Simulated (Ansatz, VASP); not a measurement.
## One calculation of KP4Ru, two programs

```
K P Ru
1.0
     3.67155    0.00000    0.00000
     0.00000    3.67155    0.00000
     0.00000    0.00000    8.78573
K P Ru
1 4 1
Direct
  0.00000 0.00000 0.00000
  0.50000 0.00000 0.31614
  0.00000 0.50000 0.68386
  0.50000 0.00000 0.68386
  0.00000 0.50000 0.31614
  0.50000 0.50000 0.50000
```

Alike in both runs: functional PBE; k mesh 10 × 10 × 6; occupations gaussian, width 0.1 eV; no spin polarisation.

Ansatz relaxed the structure, and its values are those at the end. VASP's run is a single point on that final structure, the one shown.

|  | VASP | Ansatz |
| --- | --- | --- |
| version | VASP 6.6.1 | Ansatz 0.2.0 |
| potentials or method | VASP PAW PBE potentials, release 64 (K_sv, P, Ru_pv), cutoff 520 eV | scalar-relativistic, plane waves, PAW |
| valence electrons in the cell | 43 | 45 |

|  | VASP | Ansatz | Ansatz less VASP |
| --- | --- | --- | --- |
| gap on the k mesh at the Fermi level (eV) | none | none | - |
| pressure (GPa) | -0.1 | 0.0 | +0.11 |
| rms of the force components (eV/Å) | 0.008 | 0.000 | -0.0077 |

A gap of «none» marks a metal or a gap that the smearing closes. VASP's potentials hold 43 valence electrons a cell and Ansatz's 45, so a difference there can come from the potentials and not from the codes.
